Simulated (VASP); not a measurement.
BaTiO3: single point with PBE

The system is BaTiO3.

```xyz
5
Lattice="4.0031 0.0000 0.0000 0.0000 4.0031 0.0000 0.0000 0.0000 4.0031" Properties=species:S:1:pos:R:3 pbc="T T T"
Ba    2.0016    2.0016    2.0016
Ti    0.0000    0.0000    0.0000
O     2.0016    0.0000    0.0000
O     0.0000    0.0000    2.0016
O     0.0000    2.0016    0.0000
```

| Item | Value |
| --- | --- |
| Program | VASP 6.6.1 |
| Task | single point |
| Functional | PBE |
| Potentials or basis | VASP PAW PBE potentials, release 64 (Ba_sv, Ti_sv, O) |
| Cutoff | 520 eV |
| k mesh | 6 × 6 × 6 |
| Occupations | gaussian, width 0.01 eV |
| Spin | no spin polarisation |

```json
{
 "Pressure": "3.8 GPa",
 "Band gap on the k mesh": "1.74 eV (least direct gap 1.89 eV)"
}
```

Levels at points of the mesh, in eV from the valence-band top:
```csv
k point,band 16,band 17,band 18,band 19,band 20,band 21,band 22,band 23,band 24,band 25
"(0.00, 0.00, 0.00)",-1.09,-1.09,-0.15,-0.15,-0.15,1.74,1.74,1.74,3.90,3.90
"(0.50, 0.00, 0.00)",-1.92,-1.83,-1.83,-0.71,-0.71,1.90,3.48,3.48,3.91,5.92
"(0.50, 0.50, 0.00)",-2.69,-1.72,-0.87,-0.87,-0.09,3.49,3.49,3.90,4.75,7.66
"(0.50, 0.50, 0.50)",-2.41,-2.41,0.00,0.00,0.00,4.15,4.15,4.15,6.72,6.72
```

Run time: 86 s on 1 thread of Intel Xeon 8259CL (shared host), peak memory 0.19 GiB.

Caveat: the cell stands under pressure; spin-orbit coupling is left out, which moves the levels of the heavy elements. A k mesh can miss the band edges.
